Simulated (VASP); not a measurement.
# TiBe2H6 (Fm-3m) in VASP: further runs, part 2 of 2

VASP 6.6.1. The steps go on from the part before.

**5. Relaxation of cell and atoms, PBE**

This run uses another cell than the first one, of 6.55 Å³/atom, 0.987 times its volume.

Contents of INCAR:

```
SYSTEM = TiBe2H6
PREC = Accurate ; ENCUT = 600
EDIFF = 1E-6 ; ISMEAR = 0
SIGMA = 0.1 ; LREAL = .FALSE.
LASPH = .TRUE. ; NELM = 100
ALGO = Normal ; ISIF = 3
LWAVE = .FALSE. ; LCHARG = .FALSE.
GGA = PE ; IBRION = 2
NSW = 90 ; EDIFFG = -0.04
```

Contents of KPOINTS:

```
Automatic mesh
0
G
  6 6 6
  0 0 0
```

Contents of POSCAR:

```
TiBe2H6
1.0
    0.0000000000      3.0896777869      3.0896777869
    3.0896777869      0.0000000000      3.0896777869
    3.0896777869      3.0896777869      0.0000000000
Ti Be H
1 2 6
Direct
    0.0000000000      0.0000000000      0.0000000000
    0.7500000000      0.7500000000      0.7500000000
    0.2500000000      0.2500000000      0.2500000000
    0.5000000000      0.0000000000      0.0000000000
    0.0000000000      0.5000000000      0.5000000000
    0.0000000000      0.5000000000      0.0000000000
    0.5000000000      0.0000000000      0.5000000000
    0.0000000000      0.0000000000      0.5000000000
    0.5000000000      0.5000000000      0.0000000000
```

Potentials or basis: VASP PAW PBE potentials, release 64 (Ti_sv, Be, H).

Command:

```console
$ cat potpaw_PBE.64/Ti_sv/POTCAR potpaw_PBE.64/Be/POTCAR potpaw_PBE.64/H/POTCAR > POTCAR
$ mpirun -np 1 vasp_std > vasp.out
```

OUTCAR:

```text
SYSTEM = TiBe2H6
   PREC = Accurate
   ENCUT = 600
   EDIFF = 1E-6
   ISMEAR = 0
   LREAL = .FALSE.
   LASPH = .TRUE.
   NELM = 100
   ISIF = 3
   GGA = PE
   IBRION = 2
   NSW = 90
   EDIFFG = -0.04

 ion  position               nearest neighbor table
   1  0.000  0.000  0.000-
   2  0.750  0.750  0.750-   4 1.54   5 1.54   6 1.54   7 1.54   8 1.54   9 1.54
   3  0.250  0.250  0.250-   4 1.54   5 1.54   6 1.54   7 1.54   8 1.54   9 1.54
   4  0.500  0.000  0.000-   2 1.54   3 1.54
   5  0.000  0.500  0.500-   2 1.54   3 1.54
   6  0.000  0.500  0.000-   2 1.54   3 1.54
   7  0.500  0.000  0.500-   2 1.54   3 1.54
   8  0.000  0.000  0.500-   2 1.54   3 1.54
   9  0.500  0.500  0.000-   2 1.54   3 1.54

  LATTYP: Found a face centered cubic cell.
 ALAT       =     6.1793555738

  Lattice vectors:

 A1 = (   0.0000000000,   3.0896777869,   3.0896777869)
 A2 = (   3.0896777869,   0.0000000000,   3.0896777869)
 A3 = (   3.0896777869,   3.0896777869,   0.0000000000)

Analysis of symmetry for initial positions (statically):
=====================================================================
 Subroutine PRICEL returns:
 Original cell was already a primitive cell.

 Routine SETGRP: Setting up the symmetry group for a
 face centered cubic supercell.

 Subroutine GETGRP returns: Found 48 space group operations
 (whereof 48 operations were pure point group operations)
 out of a pool of 48 trial point group operations.

The static configuration has the point symmetry O_h .

Analysis of symmetry for dynamics (positions and initial velocities):
=====================================================================
[... 139 lines left out ...]
   LORBIT       =      0    0 simple, 1 ext, 2 COOP (PROOUT), +10 PAW based schemes
   GGA     = PE    functional components
   LHFCALC =     F    Hartree Fock is set to
   AEXX    =    0.0000 exact exchange contribution
   IVDW    =     0    specifies the selected vdW correction
   LEPSILON=     F    determine dielectric tensor
   LRPA    =     F    only Hartree local field effects (RPA)
 conjugate gradient relaxation of ions
 non-spin polarized calculation
 Gauss-broadening in eV      SIGMA  =   0.10
  energy-cutoff  :      600.00
  volume of cell :       58.99
 maximum number of plane-waves:      1989
   NGX = 17   NGY = 17   NGZ = 17

 number of electron      22.0000003 magnetization

 Free energy of the ion-electron system (eV)
  ---------------------------------------------------
  ext. energy  EPLUGINS =         0.00000000
  ---------------------------------------------------
  free energy    TOTEN  =       -35.03401792 eV

  energy without entropy =      -35.00627101  energy(sigma->0) =      -35.02014447

 E-fermi :   5.3140     XC(G=0):  -9.9230

 val. band max:        5.3018391744   @ k =   0.5000   0.3333   0.1667
 cond. band min:       5.3781458318   @ k =   0.3333   0.3333   0.0000
 fundamental gap:      0.0763066575
 Fermi energy:         5.3140001038

 k-point     1 :       0.0000    0.0000    0.0000
  band No.  band energies     occupation
      1     -52.2827      2.00000
      2     -28.5790      2.00000
      3     -28.5790      2.00000
      4     -28.5790      2.00000
      5      -6.7827      2.00000
      6      -1.4788      2.00000
[... 281 lines left out ...]
      3     -28.5888      2.00000
      4     -28.5866      2.00000
      5      -3.8033      2.00000
      6      -3.0533      2.00000
[... 8 lines left out ...]
     15       7.6293      0.00000
     16       9.9709      0.00000

------------------------ aborting loop because EDIFF is reached ----------------------------------------

  FORCE on cell =-STRESS in cart. coord.  units (eV):
  Direction    XX          YY          ZZ          XY          YZ          ZX
  --------------------------------------------------------------------------------------
  -------------------------------------------------------------------------------------
  Total        0.0307846      0.0307846      0.0307846      0.0000000      0.0000000     -0.0000000
  in kB        0.8361321      0.8361321      0.8361321      0.0000000      0.0000000     -0.0000000
  external PRESSURE =       0.8361321 kB  Pullay stress =       0.0000000 kB

 VOLUME and BASIS-vectors are now :
 -----------------------------------------------------------------------------
  energy-cutoff  :      600.00
  volume of cell :       58.99
      direct lattice vectors                 reciprocal lattice vectors
     0.000000000  3.089677787  3.089677787    -0.161829173  0.161829173  0.161829173
     3.089677787  0.000000000  3.089677787     0.161829173 -0.161829173  0.161829173
     3.089677787  3.089677787  0.000000000     0.161829173  0.161829173 -0.161829173

 POSITION                                       TOTAL-FORCE (eV/Angst)
 -----------------------------------------------------------------------------------
      0.00000      0.00000      0.00000         0.000000      0.000000      0.000000
      4.63452      4.63452      4.63452        -0.000000     -0.000000     -0.000000
      1.54484      1.54484      1.54484         0.000000     -0.000000      0.000000
      0.00000      1.54484      1.54484         0.000000      0.000000      0.000000
      3.08968      1.54484      1.54484         0.000000      0.000000      0.000000
      1.54484      0.00000      1.54484         0.000000      0.000000      0.000000
      1.54484      3.08968      1.54484         0.000000      0.000000      0.000000
      1.54484      1.54484      0.00000         0.000000      0.000000      0.000000
      1.54484      1.54484      3.08968         0.000000      0.000000      0.000000
 -----------------------------------------------------------------------------------
    total drift:                               -0.000000      0.000000      0.000000

  FREE ENERGIE OF THE ION-ELECTRON SYSTEM (eV)
  ---------------------------------------------------
  free  energy   TOTEN  =       -35.0340179208 eV

  energy  without entropy=      -35.0062710142  energy(sigma->0) =      -35.02014447

 reached required accuracy - stopping structural energy minimisation
```

CONTCAR:

```text
TiBe2H6
   1.00000000000000
     0.0000000000000000    3.0896777868999998    3.0896777868999998
     3.0896777868999998    0.0000000000000000    3.0896777868999998
     3.0896777868999998    3.0896777868999998    0.0000000000000000
  Ti              Be              H
     1     2     6
Direct
     0.0000000000000000    0.0000000000000000    0.0000000000000000
     0.7500000000000000    0.7500000000000000    0.7500000000000000
     0.2500000000000000    0.2500000000000000    0.2500000000000000
     0.5000000000000000    0.0000000000000000    0.0000000000000000
     0.0000000000000000    0.5000000000000000    0.5000000000000000
     0.0000000000000000    0.5000000000000000    0.0000000000000000
     0.5000000000000000    0.0000000000000000    0.5000000000000000
     0.0000000000000000    0.0000000000000000    0.5000000000000000
     0.5000000000000000    0.5000000000000000    0.0000000000000000

  0.00000000E+00  0.00000000E+00  0.00000000E+00
  0.00000000E+00  0.00000000E+00  0.00000000E+00
  0.00000000E+00  0.00000000E+00  0.00000000E+00
  0.00000000E+00  0.00000000E+00  0.00000000E+00
  0.00000000E+00  0.00000000E+00  0.00000000E+00
  0.00000000E+00  0.00000000E+00  0.00000000E+00
  0.00000000E+00  0.00000000E+00  0.00000000E+00
  0.00000000E+00  0.00000000E+00  0.00000000E+00
  0.00000000E+00  0.00000000E+00  0.00000000E+00
```

It took 24 s on 1 thread of Intel Xeon Platinum 8259CL at 2.50GHz (Skylake/Cascade Lake), shared host; peak memory 0.21 GiB.

Results:

```
Free energy             : -35.0340 eV
Pressure after relaxing : 0.1 GPa
Band gap on the k mesh  : zero (band 11 reaches 6.42 eV, above the bottom of band 12 at 4.86 eV)
```

Final structure:
```xyz
9
Lattice="0.0000 3.0897 3.0897 3.0897 0.0000 3.0897 3.0897 3.0897 0.0000" Properties=species:S:1:pos:R:3 pbc="T T T"
Ti    0.0000    0.0000    0.0000
Be    4.6345    4.6345    4.6345
Be    1.5448    1.5448    1.5448
H     0.0000    1.5448    1.5448
H     3.0897    1.5448    1.5448
H     1.5448    0.0000    1.5448
H     1.5448    3.0897    1.5448
H     1.5448    1.5448    0.0000
H     1.5448    1.5448    3.0897
```

Caveat: the relaxation stopped at its first step, so nothing moved.

**6. Overview**

```csv
task,spin,cell,k mesh,cutoff (eV),gap on the mesh (eV),pressure (GPa),moment (μB)
single point,"collinear, ferromagnetic start","a = 4.389 Å, angles 60.0°, 9 atoms",10 × 10 × 10,520,none,-1.5,0.00
relaxation of cell and atoms,"collinear, ferromagnetic start","relaxed from a = 4.369 Å, angles 60.0°, 9 atoms",10 × 10 × 10,600,none,-0.1,0.00
single point,off,"a = 4.369 Å, angles 60.0°, 9 atoms",6 × 6 × 6,520,none,-0.1,-
relaxation of cell and atoms,off,"relaxed from a = 4.369 Å, angles 60.0°, 9 atoms",6 × 6 × 6,600,none,0.1,-
```

Alike in all rows: level PBE; potentials or basis VASP PAW PBE potentials, release 64 (Ti_sv, Be, H); smearing gaussian 0.1 eV.

Caveats: the relaxation stopped at its first step, so nothing moved (some runs).

Absolute energies hang on the potentials; compare differences alone.
